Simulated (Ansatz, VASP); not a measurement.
ZrS in VASP and in Ansatz

INCAR

```
  PREC = Accurate
  ENCUT = 520
  EDIFF = 1E-6
  ISMEAR = 0
  SIGMA = 0.15
  LREAL = F
  LASPH = T
  NELM = 80
  ALGO = Normal
  ISIF = 2
  LWAVE = F
  LCHARG = F
  GGA = PS
  NBANDS = 16
```

Contents of KPOINTS:

```
Automatic mesh
0
Gamma
  16 16 16
```

File POSCAR:

```
ZrS
1.0
    0.0000000000      2.6250000000      2.6250000000
    2.6250000000      0.0000000000      2.6250000000
    2.6250000000      2.6250000000      0.0000000000
Zr S
1 1
Direct
   -0.0119047619     -0.0119047619      0.0119047619
    0.5000000000      0.5000000000      0.5000000000
```

Input for Ansatz:

```yaml
crystal:
  lattice:
    - [0.0, 2.625, 2.625]
    - [2.625, 0.0, 2.625]
    - [2.625, 2.625, 0.0]
  atoms:
    - { symbol: Zr, position: [-0.0119047619, -0.0119047619, 0.0119047619] }
    - { symbol: S, position: [0.5, 0.5, 0.5] }
basis:
  ecutwfc: 420
kpoints:
  mp_grid: { grid: [16, 16, 16] }
hamiltonian:
  xc: pbesol
scf:
  occupations: { method: gaussian, width: 0.15 }
output:
  forces: true
  stress: true
  eigenvalues: true
```

Change from the starting cell: all Zr atoms moved +0.062 Å, as atom 1 towards its neighbour atom 2 (S) at 2.625 Å.

Alike in both runs: task single point; functional PBEsol; k mesh 16 × 16 × 16; occupations gaussian, width 0.15 eV; no spin polarisation.

```csv
,VASP,Ansatz
version,VASP 6.6.1,Ansatz 0.2.0
potentials or method,"VASP PAW PBE potentials, release 64 (Zr_sv, S), cutoff 520 eV","scalar-relativistic, plane waves, PAW"
valence electrons in the cell,18,18
```

VASP gave:

| Property | Result |
| --- | --- |
| gap on the k mesh at the Fermi level (eV) | none |
| pressure (GPa) | -6.0 |
| traceless stress, the component that is largest in VASP (GPa) | 0.55 |
| rms of the force components (eV/Å) | 0.163 |

Q: Estimate Ansatz's values.

A: gap on the k mesh at the Fermi level (eV): none; pressure (GPa): -6.2; traceless stress, the component that is largest in VASP (GPa): 0.55; rms of the force components (eV/Å): 0.161.

VASP's potentials were made for PBE, not for PBEsol. Atom by atom the forces differ by 0.002 eV/Å (rms over components). A gap of «none» marks a metal or a gap that the smearing closes.
